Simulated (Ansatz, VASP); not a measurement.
One calculation of YSb, two programs

```xyz
2
Lattice="0.0000 2.6022 2.6022 2.6022 0.0000 2.6022 2.6022 2.6022 0.0000" Properties=species:S:1:pos:R:3 pbc="T T T"
Y     0.0000    0.0000    0.0000
Sb    1.3011    1.3011    1.3011
```

Change from the starting cell: volume scaled by 0.45, LAPW.

Alike in both runs: task single point; functional LDA; k mesh 12 × 12 × 12; occupations fermi-dirac, width 0.1 eV; no spin polarisation.

|  | VASP | Ansatz |
| --- | --- | --- |
| version | VASP 6.6.1 | Ansatz 0.2.0 |
| potentials or method | VASP PAW LDA potentials, release 64 (Y_sv, Sb), cutoff 520 eV | all-electron LAPW, scalar-relativistic |

|  | VASP | Ansatz | Ansatz less VASP |
| --- | --- | --- | --- |
| pressure (GPa) | 145.1 | 144.6 | -0.52 |

LDA's correlation is that of Perdew and Zunger in VASP and of Perdew and Wang (1992) in Ansatz. Both programs put the cell under a high pressure, so it lies far from rest at this level. Ansatz ran all-electron here, and VASP with PAW potentials.

Spin-orbit coupling is off throughout. Noted on VASP's run: the cell as given lies far from equilibrium.
